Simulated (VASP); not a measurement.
A run of VASP 6.6.1 is set up as follows.

INCAR

```
PREC = Accurate
ENCUT = 600
EDIFF = 1E-7
ISMEAR = 0
SIGMA = 0.1
LREAL = F
LASPH = T
NELM = 60
ALGO = Normal
ISIF = 3
LWAVE = F
LCHARG = F
GGA = PE
IBRION = 2
NSW = 90
EDIFFG = -0.04
```

Contents of KPOINTS:

```
Automatic mesh
0
Gamma
  6 6 6
```

POSCAR

```
TaN
1.0
    2.9379987900      0.0000000000      0.0000000000
   -1.4689994000      2.5443815900      0.0000000000
    0.0000000000      0.0000000000      2.8829999000
Ta N
1 1
Direct
    0.3333333300      0.6666666700      0.5000000000
    0.0000000000      0.0000000000      0.0000000000
```

Potentials or basis: VASP PAW PBE potentials, release 64 (Ta_pv, N).

Launch:

```sh
$ cat potpaw_PBE.64/Ta_pv/POTCAR potpaw_PBE.64/N/POTCAR > POTCAR
$ mpirun -np 1 vasp_std > vasp.out
```

Predict the space group after relaxing (to 0.1 Å).

P-6m2 (No. 187).

Estimate the band gap on the k mesh.

zero (bands 8 and 9 overlap by 0.31 eV).

What does it give for the relaxed cell?

a = 2.952 Å, b = 2.952 Å, c = 2.900 Å, α = 90.00°, β = 90.00°, γ = 120.00°.

Predict the relaxed volume.

10.94 Å³/atom.

Stress tensor (GPa, compression positive):
```
 0.00  0.00  0.00
 0.00  0.00  0.00
 0.00  0.00 -0.15
```

Caveat: the k points lie up to 0.41 Å⁻¹ apart in the final cell; spin-orbit coupling is left out, which moves the levels of the heavy elements. PBE usually gives volumes a little too large and moduli too small.
